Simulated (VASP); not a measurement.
# BaSr2O2 (I4/mmm) in VASP: further runs

The runs below take BaSr2O2 through single point, relaxation of cell and atoms, with PBE.

Program: VASP 6.6.1. These are calculated values, not measurements. Logs are shortened: lines on timing, memory, paths and dates and some standing lists are left out, and cuts for length are marked.

## 1. The cell of the first run

Symmetry: I4/mmm, No. 139, tetragonal system. The conventional cell has a = 4.585 Å, b = 4.585 Å, c = 11.123 Å, α = 90.00°, β = 90.00°, γ = 90.00°. Ba (site symmetry 4/mmm) has 10 Sr at 3.55 to 4.13 Å and 8 O at 3.60 Å and 4 Ba at 4.59 Å within 4.7 Å. Sr (site symmetry 4mm) has 4 O at 2.66 Å and 1 Sr at 2.87 Å and 4 Ba at 3.55 Å within 3.6 Å. Within 3.7 Å of O (site symmetry -4m2) lie 4 Sr at 2.66 Å and 4 O at 3.24 Å and 4 Ba at 3.60 Å.

## 2. Single point, PBE

Input file INCAR:

```
SYSTEM = BaSr2O2
PREC     = Accurate       ! precision mode
ENCUT    = 520            ! plane-wave cutoff, eV
EDIFF    = 1E-7           ! SCF threshold, eV
ISMEAR   = 0              ! smearing method
SIGMA    = 0.1            ! smearing width, eV
LREAL    = .FALSE.        ! projectors in reciprocal space
LASPH    = .TRUE.         ! aspherical terms in the spheres
NELM     = 80             ! most SCF steps
ALGO     = Normal         ! electronic algorithm
ISIF     = 2              ! what is computed and relaxed
LWAVE    = .FALSE.        ! write WAVECAR
LCHARG   = .FALSE.        ! write CHGCAR
GGA      = PE             ! functional
NBANDS   = 29             ! bands
```

Input file KPOINTS:

```
regular mesh
0
G
  6 6 6
  0 0 0
```

Input file POSCAR:

```
BaSr2O2
1.0
   -2.2926225892      2.2926225892      5.5616367402
    2.2926225892     -2.2926225892      5.5616367402
    2.2926225892      2.2926225892     -5.5616367402
Ba Sr O
1 2 2
Direct
    0.0000000000      0.0000000000      0.0000000000
    0.3711000000      0.3711000000      0.0000000000
    0.6289000000      0.6289000000      0.0000000000
    0.2500000000      0.7500000000      0.5000000000
    0.7500000000      0.2500000000      0.5000000000
```

Potentials or basis: VASP PAW PBE potentials, release 64 (Ba_sv, Sr_sv, O).

Launch:

```
$ cat potpaw_PBE.64/Ba_sv/POTCAR potpaw_PBE.64/Sr_sv/POTCAR potpaw_PBE.64/O/POTCAR > POTCAR
$ mpirun -np 1 vasp_std > vasp.out
```

OUTCAR:

```text
SYSTEM = BaSr2O2
   PREC = Accurate
   ENCUT = 520
   EDIFF = 1E-7
   ISMEAR = 0
   LREAL = .FALSE.
   LASPH = .TRUE.
   NELM = 80
   ISIF = 2
   GGA = PE

 ion  position               nearest neighbor table
   1  0.000  0.000  0.000-   3 3.55   3 3.55   3 3.55   2 3.55   3 3.55   2 3.55   2 3.55   2 3.55
                             2 4.13   3 4.13
   2  0.371  0.371  0.000-   4 2.66   5 2.66   4 2.66   5 2.66   3 2.87   1 3.55   1 3.55   1 3.55
                             1 3.55   1 4.13   3 4.22   3 4.22   3 4.22   3 4.22
   3  0.629  0.629  0.000-   4 2.66   5 2.66   4 2.66   5 2.66   2 2.87   1 3.55   1 3.55   1 3.55
                             1 3.55   1 4.13   2 4.22   2 4.22   2 4.22   2 4.22
   4  0.250  0.750  0.500-   3 2.66   2 2.66   2 2.66   3 2.66
   5  0.750  0.250  0.500-   3 2.66   2 2.66   2 2.66   3 2.66

  LATTYP: Found a body centered tetragonal cell.
 ALAT       =     4.5852451784
 C/A-ratio  =     2.4258841234

  Lattice vectors:

 A1 = (  -2.2926225892,   2.2926225892,   5.5616367402)
 A2 = (   2.2926225892,  -2.2926225892,   5.5616367402)
 A3 = (   2.2926225892,   2.2926225892,  -5.5616367402)

Analysis of symmetry for initial positions (statically):
=====================================================================
 Subroutine PRICEL returns:
 Original cell was already a primitive cell.

 Routine SETGRP: Setting up the symmetry group for a
 body centered tetragonal supercell.

 Subroutine GETGRP returns: Found 16 space group operations
 (whereof 16 operations were pure point group operations)
 out of a pool of 16 trial point group operations.

The static configuration has the point symmetry D_4h.

Analysis of symmetry for dynamics (positions and initial velocities):
=====================================================================
 Subroutine PRICEL returns:
 Original cell was already a primitive cell.

 Routine SETGRP: Setting up the symmetry group for a
 body centered tetragonal supercell.

 Subroutine GETGRP returns: Found 16 space group operations
 (whereof 16 operations were pure point group operations)
 out of a pool of 16 trial point group operations.

The dynamic configuration has the point symmetry D_4h.

 Subroutine INISYM returns: Found 16 space group operations
 (whereof 16 operations are pure point group operations),
 and found     1 'primitive' translations

----------------------------------------------------------------------------------------

[... 99 lines left out ...]
   LREAL  =      F    real-space projection
   EDIFFG = 0.1E-05   stopping-criterion for IOM
   NSW    =      0    number of steps for IOM
   IBRION =     -1    ionic relax: 0-MD 1-quasi-New 2-CG
   NFREE  =      0    steps in history (QN), initial steepest desc. (CG)
   ISIF   =      2    stress and relaxation
   ISYM   =      2    0-nonsym 1-usesym 2-fastsym
   POTIM  = 0.5000    time-step for ionic-motion
   TEBEG  =    0.0;   TEEND  =   0.0 temperature during run
   PSTRESS=    0.0 pullay stress
   NELECT =      42.0000    total number of electrons
   NUPDOWN=      -1.0000    fix difference up-down
   EMIN   =  10.00;   EMAX   =-10.00  energy-range for DOS
   EFERMI =   0.00;   METHOD = LEGACY
   ISMEAR =     0;   SIGMA  =   0.10  broadening in eV -4-tet -1-fermi 0-gaus
   EFERMI_NEDOS =   21; number of points for ismear=-14 and -15
   IALGO  =     38    algorithm
   IMIX   =      4    mixing-type and parameters
     AMIX     =   0.40;   BMIX     =  1.00
     AMIX_MAG =   1.60;   BMIX_MAG =  1.00
  volume/ion in A,a.u.               =      23.39       157.82
  Fermi-wavevector in a.u.,A,eV,Ry     =   1.163720  2.199113 18.425627  1.354245
  Thomas-Fermi vector in A             =   2.300267
   LORBIT       =      0    0 simple, 1 ext, 2 COOP (PROOUT), +10 PAW based schemes
   GGA     = PE    functional components
   LHFCALC =     F    Hartree Fock is set to
   AEXX    =    0.0000 exact exchange contribution
   IVDW    =     0    specifies the selected vdW correction
   LEPSILON=     F    determine dielectric tensor
   LRPA    =     F    only Hartree local field effects (RPA)
 non-spin polarized calculation
 Gauss-broadening in eV      SIGMA  =   0.10
  energy-cutoff  :      520.00
  volume of cell :      116.93
 maximum number of plane-waves:      3204
   NGX = 23   NGY = 23   NGZ = 23

 number of electron      42.0000004 magnetization

 Free energy of the ion-electron system (eV)
  ---------------------------------------------------
  ext. energy  EPLUGINS =         0.00000000
  ---------------------------------------------------
  free energy    TOTEN  =       -21.06376156 eV

  energy without entropy =      -21.04970119  energy(sigma->0) =      -21.05673138

 E-fermi :   3.4116     XC(G=0):  -9.3687

 val. band max:        3.4035984553   @ k =   0.5000   0.5000   0.1667
 cond. band min:       3.4140064709   @ k =   0.5000   0.5000   0.0000
 fundamental gap:      0.0104080156
 Fermi energy:         3.4115861278

 k-point     1 :       0.0000    0.0000    0.0000
  band No.  band energies     occupation
      1     -32.2061      2.00000
      2     -31.9330      2.00000
      3     -25.5834      2.00000
      4     -15.3426      2.00000
      5     -14.2133      2.00000
      6     -14.2133      2.00000
[... 757 lines left out ...]
     28       6.4583      0.00000
     29       7.0045      0.00000

 [... further k-points ...]

------------------------ aborting loop because EDIFF is reached ----------------------------------------

  FORCE on cell =-STRESS in cart. coord.  units (eV):
  Direction    XX          YY          ZZ          XY          YZ          ZX
  --------------------------------------------------------------------------------------
  -------------------------------------------------------------------------------------
  Total       -0.5420739     -0.5420739     -2.4257283      0.0000000      0.0000000      0.0000000
  in kB       -7.4274773     -7.4274773    -33.2372428      0.0000000      0.0000000      0.0000000
  external PRESSURE =     -16.0307325 kB  Pullay stress =       0.0000000 kB

 VOLUME and BASIS-vectors are now :
 -----------------------------------------------------------------------------
  energy-cutoff  :      520.00
  volume of cell :      116.93
      direct lattice vectors                 reciprocal lattice vectors
    -2.292622589  2.292622589  5.561636740     0.000000000  0.218090846  0.089901593
     2.292622589 -2.292622589  5.561636740     0.218090846  0.000000000  0.089901593
     2.292622589  2.292622589 -5.561636740     0.218090846  0.218090846  0.000000000

 POSITION                                       TOTAL-FORCE (eV/Angst)
 -----------------------------------------------------------------------------------
      0.00000      0.00000      0.00000         0.000000      0.000000     -0.000000
      0.00000      0.00000      4.12785        -0.000000     -0.000000     -5.331415
      0.00000      0.00000      6.99543        -0.000000     -0.000000      5.331415
      2.29262      0.00000      2.78082         0.000000      0.000000     -0.000000
      0.00000      2.29262      2.78082         0.000000      0.000000     -0.000000
 -----------------------------------------------------------------------------------
    total drift:                                0.000000      0.000000     -0.000000

  FREE ENERGIE OF THE ION-ELECTRON SYSTEM (eV)
  ---------------------------------------------------
  free  energy   TOTEN  =       -21.0637615590 eV

  energy  without entropy=      -21.0497011919  energy(sigma->0) =      -21.05673138
```

OSZICAR:

```text
N       E                     dE             d eps       ncg     rms          rms(c)
DAV:   1     0.272051822132E+03    0.27205E+03   -0.21130E+04  1740   0.134E+03
DAV:   2    -0.711957584832E+01   -0.27917E+03   -0.27235E+03  2315   0.296E+02
DAV:   3    -0.254884133286E+02   -0.18369E+02   -0.18182E+02  2459   0.702E+01
DAV:   4    -0.260165360223E+02   -0.52812E+00   -0.52514E+00  2617   0.102E+01
DAV:   5    -0.260253920683E+02   -0.88560E-02   -0.88510E-02  2319   0.121E+00    0.233E+01
DAV:   6    -0.218145467756E+02    0.42108E+01   -0.37091E+01  1946   0.219E+01    0.229E+01
DAV:   7    -0.211642567892E+02    0.65029E+00   -0.53432E+00  1994   0.969E+00    0.120E+01
DAV:   8    -0.210715475809E+02    0.92709E-01   -0.72121E-01  2343   0.452E+00    0.157E+00
DAV:   9    -0.210614136672E+02    0.10134E-01   -0.11963E-01  2445   0.152E+00    0.509E-01
DAV:  10    -0.210633697002E+02   -0.19560E-02   -0.58415E-03  2247   0.435E-01    0.228E-01
DAV:  11    -0.210637387637E+02   -0.36906E-03   -0.64073E-04  2409   0.135E-01    0.515E-02
DAV:  12    -0.210637552170E+02   -0.16453E-04   -0.11429E-04  2481   0.516E-02    0.229E-02
DAV:  13    -0.210637637385E+02   -0.85214E-05   -0.63432E-05  2272   0.357E-02    0.112E-02
DAV:  14    -0.210637620346E+02    0.17039E-05   -0.12882E-05  2046   0.153E-02    0.397E-03
DAV:  15    -0.210637614727E+02    0.56187E-06   -0.86062E-07  2041   0.573E-03    0.140E-03
DAV:  16    -0.210637615590E+02   -0.86362E-07   -0.88045E-08  1343   0.181E-03
   1 F= -.21063762E+02 E0= -.21056731E+02  d E =-.140604E-01
```

stdout:

```text
POSCAR found type information on POSCAR BaSrO
 POSCAR found :  3 types and       5 ions
 scaLAPACK will be used
 LDA part: xc-table for (Slater+PW92), standard interpolation
 POSCAR, INCAR and KPOINTS ok, starting setup
 FFT: planning ... GRIDC
 FFT: planning ... GRID_SOFT
 FFT: planning ... GRID
 WAVECAR not read
 entering main loop
```

It took 75 s on 1 thread of Intel Xeon 6975P-C (Granite Rapids), shared host; peak memory 0.38 GiB.

What came out:

```yaml
Free_energy: -21.0638 eV
Pressure: -1.6 GPa
Largest_force: 5.331 eV/Å
Band_gap_on_the_k_mesh: zero (bands 21 and 22 overlap by 0.81 eV)
```

Forces on the atoms (eV/Å):
```
Ba   0.000  0.000  0.000
Sr   0.000  0.000 -5.331
Sr   0.000  0.000  5.331
O    0.000  0.000  0.000
O    0.000  0.000  0.000
```

Stress tensor (GPa, compression positive):
```
-0.74  0.00  0.00
 0.00 -0.74  0.00
 0.00  0.00 -3.32
```

Levels at points of the mesh, in eV from the Fermi level:
| k point | band 18 | band 19 | band 20 | band 21 | band 22 | band 23 | band 24 | band 25 |
| --- | --- | --- | --- | --- | --- | --- | --- | --- |
| (0.00, 0.00, 0.00) | -2.74 | -1.70 | -1.49 | -1.49 | 0.46 | 0.88 | 2.10 | 2.65 |
| (0.50, 0.00, 0.00) | -2.35 | -2.28 | -2.19 | -1.07 | 0.41 | 1.53 | 1.69 | 2.06 |
| (0.50, 0.50, 0.00) | -2.15 | -1.48 | -1.45 | 0.00 | 1.15 | 1.28 | 1.95 | 2.13 |
| (0.50, 0.50, 0.50) | -2.57 | -1.49 | -1.49 | -0.96 | -0.77 | 1.05 | 2.41 | 2.78 |

Caveat: spin-orbit coupling is left out, which moves the levels of the heavy elements; forces of over 1 eV/Å act on the atoms, so gaps and moduli don't describe the material at rest.

## 3. Single point, PBE

This run uses another cell than the first one, of 28.23 Å³/atom.

Input file INCAR:

```
ALGO     = Normal         # electronic algorithm
EDIFF    = 1E-6           # SCF threshold, eV
ENCUT    = 520            # plane-wave cutoff, eV
GGA      = PE             # functional
ISIF     = 2              # what is computed and relaxed
ISMEAR   = 0              # smearing method
LASPH    = T              # aspherical terms in the spheres
LCHARG   = F              # write CHGCAR
LREAL    = F              # projectors in reciprocal space
LWAVE    = F              # write WAVECAR
NBANDS   = 29             # bands
NELM     = 60             # most SCF steps
PREC     = Accurate       # precision mode
SIGMA    = 0.1            # smearing width, eV
```

Input file KPOINTS:

```
k-points
0
Gamma
  6 6 6
```

Input file POSCAR:

```
BaSr2O2
1.0
   -2.3364893676      2.3364893676      6.4644076665
    2.3364893676     -2.3364893676      6.4644076665
    2.3364893676      2.3364893676     -6.4644076665
Ba Sr O
1 2 2
Direct
    0.0000000000      0.0000000000      0.0000000000
    0.3093365365      0.3093365365      0.0000000000
    0.6906634635      0.6906634635      0.0000000000
    0.2500000000      0.7500000000      0.5000000000
    0.7500000000      0.2500000000      0.5000000000
```

Potentials or basis: VASP PAW PBE potentials, release 64 (Ba_sv, Sr_sv, O).

Launch:

```
$ cat potpaw_PBE.64/Ba_sv/POTCAR potpaw_PBE.64/Sr_sv/POTCAR potpaw_PBE.64/O/POTCAR > POTCAR
$ mpirun -np 1 vasp_std > vasp.out
```

Run time: 2.2 min. Hardware: 1 thread of Intel Xeon 6975P-C (Granite Rapids), shared host; peak memory 0.43 GiB.

The run converged. Its results:

| Property | Result |
| --- | --- |
| Free energy | -24.4433 eV |
| Pressure | 0.4 GPa |
| Largest force | 0.059 eV/Å |
| Band gap on the k mesh | 0.14 eV |

Forces in eV/Å, atoms in the order of the input:
```
Ba   0.000  0.000  0.000
Sr   0.000  0.000  0.059
Sr   0.000  0.000 -0.059
O    0.000  0.000  0.000
O    0.000  0.000  0.000
```

Levels at points of the mesh, in eV from the valence-band top:
```csv
k point,band 17,band 18,band 19,band 20,band 21,band 22,band 23,band 24,band 25,band 26
"(0.00, 0.00, 0.00)",-2.54,-2.54,-2.03,-1.91,-1.91,0.67,1.00,2.22,2.22,2.51
"(0.50, 0.00, 0.00)",-2.89,-2.74,-2.48,-2.43,-0.33,0.43,0.90,1.43,1.62,2.22
"(0.50, 0.50, 0.00)",-2.66,-2.56,-2.56,-2.52,-0.52,0.91,1.25,1.41,1.94,2.32
"(0.50, 0.50, 0.50)",-2.53,-2.53,-1.95,-1.95,-1.43,0.29,1.44,1.94,1.97,1.97
```

Caveat: spin-orbit coupling is left out, which moves the levels of the heavy elements. A k mesh can miss the band edges.

## 4. Relaxation of cell and atoms, PBE

Input file INCAR:

```
PREC = Accurate ; ENCUT = 600
EDIFF = 1E-7 ; ISMEAR = 0
SIGMA = 0.1 ; LREAL = F
LASPH = T ; NELM = 60
ALGO = Normal ; ISIF = 3
LWAVE = F ; LCHARG = F
GGA = PE ; IBRION = 2
NSW = 90 ; EDIFFG = -0.04
```

Input file KPOINTS:

```
regular mesh
0
Gamma
  6 6 6
```

Input file POSCAR:

```
BaSr2O2
1.0
   -2.2926225892      2.2926225892      5.5616367402
    2.2926225892     -2.2926225892      5.5616367402
    2.2926225892      2.2926225892     -5.5616367402
Ba Sr O
1 2 2
Direct
    0.0000000000      0.0000000000      0.0000000000
    0.3711000000      0.3711000000      0.0000000000
    0.6289000000      0.6289000000      0.0000000000
    0.2500000000      0.7500000000      0.5000000000
    0.7500000000      0.2500000000      0.5000000000
```

Launch:

```
$ cat potpaw_PBE.64/Ba_sv/POTCAR potpaw_PBE.64/Sr_sv/POTCAR potpaw_PBE.64/O/POTCAR > POTCAR
$ mpirun -np 1 vasp_std > vasp.out
```

Wall time 17 min (1 thread of Intel Xeon 6975P-C (Granite Rapids), shared host); peak memory 0.51 GiB.

Results (log left out):

- Free energy: -24.4335 eV
- Relaxed volume: 28.53 Å³/atom
- Relaxed cell: a = 7.280 Å, b = 7.280 Å, c = 7.280 Å, α = 142.41°, β = 142.41°, γ = 54.22°
- Space group after relaxing (to 0.1 Å): I4/mmm (No. 139)
- Energy gained by relaxing: 673.5 meV/atom
- Ionic steps: 11
- Pressure after relaxing: -0.1 GPa
- Largest force after relaxing: 0.021 eV/Å
- Band gap on the k mesh: 0.15 eV

Forces in eV/Å, atoms in the order of the input:
```
Ba   0.000  0.000  0.000
Sr   0.000  0.000  0.021
Sr   0.000  0.000 -0.021
O    0.000  0.000  0.000
O    0.000  0.000  0.000
```

Stress tensor (GPa, compression positive):
```
-0.20  0.00  0.00
 0.00 -0.20  0.00
 0.00  0.00  0.08
```

The path:
| step | energy change (eV) | largest force (eV/Å) | pressure (GPa) | volume (Å³) |
| --- | --- | --- | --- | --- |
| 1 | 0.0000 | 5.3318 | -1.64 | 116.93 |
| 2 | -2.0437 | 2.7581 | 2.44 | 112.90 |
| 3 | -2.5251 | 0.3947 | 9.85 | 108.34 |
| 4 | -2.5970 | 0.3980 | 7.65 | 109.50 |
| 5 | -3.1530 | 0.1742 | 0.50 | 128.55 |
| 6 | -3.1718 | 0.1267 | -0.89 | 134.17 |
| 7 | -3.3098 | 0.0766 | 0.19 | 135.60 |
| 8 | -3.3371 | 0.3300 | 1.67 | 136.78 |
| 9 | -3.3414 | 0.2700 | 1.32 | 136.55 |
| 10 | -3.3665 | 0.0253 | -0.36 | 143.82 |
| 11 | -3.3674 | 0.0214 | -0.11 | 142.64 |

Final structure:
```
Ba Sr O
1.0
    -2.34580    2.34580    6.48051
     2.34580   -2.34580    6.48051
     2.34580    2.34580   -6.48051
Ba Sr O
1 2 2
Direct
  0.00000 0.00000 0.00000
  0.30900 0.30900 0.00000
  0.69100 0.69100 0.00000
  0.25000 0.75000 0.50000
  0.75000 0.25000 0.50000
```

Levels at points of the mesh, in eV from the valence-band top:
```csv
k point,band 18,band 19,band 20,band 21,band 22,band 23,band 24,band 25
"(0.00, 0.00, 0.00)",-2.53,-2.02,-1.90,-1.90,0.69,0.99,2.21,2.49
"(0.50, 0.00, 0.00)",-2.72,-2.45,-2.41,-0.32,0.42,0.90,1.43,1.61
"(0.50, 0.50, 0.00)",-2.54,-2.54,-2.50,-0.51,0.92,1.24,1.42,2.30
"(0.50, 0.50, 0.50)",-2.52,-1.93,-1.93,-1.41,0.31,1.41,1.92,1.95
```

Caveat: the volume moved by over 15 % at a fixed basis, so the end points are rough; spin-orbit coupling is left out, which moves the levels of the heavy elements. A k mesh can miss the band edges.

## 5. Summary

```csv
task,cell,cutoff (eV),gap on the mesh (eV),pressure (GPa),largest force (eV/Å)
single point,"a = 6.438 Å, angles 138.3, 138.3, 60.5°, 5 atoms, atomic positions A",520,none,-1.6,5.33
single point,"a = 7.260 Å, angles 142.5, 142.5, 54.1°, 5 atoms, atomic positions B",520,0.14,0.4,0.06
relaxation of cell and atoms,"relaxed from a = 6.438 Å, angles 138.3, 138.3, 60.5°, 5 atoms, atomic positions A",600,0.15,-0.1,0.02
```

Alike in all rows: level PBE; potentials or basis VASP PAW PBE potentials, release 64 (Ba_sv, Sr_sv, O); no spin polarisation; k mesh 6 × 6 × 6; smearing gaussian 0.1 eV.

Caveats: spin-orbit coupling is left out, which moves the levels of the heavy elements; forces of over 1 eV/Å act on the atoms, so gaps and moduli don't describe the material at rest (at least some runs); the volume moved by over 15 % at a fixed basis, so the end points are rough (at least some runs).

Absolute energies hang on the potentials; compare differences alone.
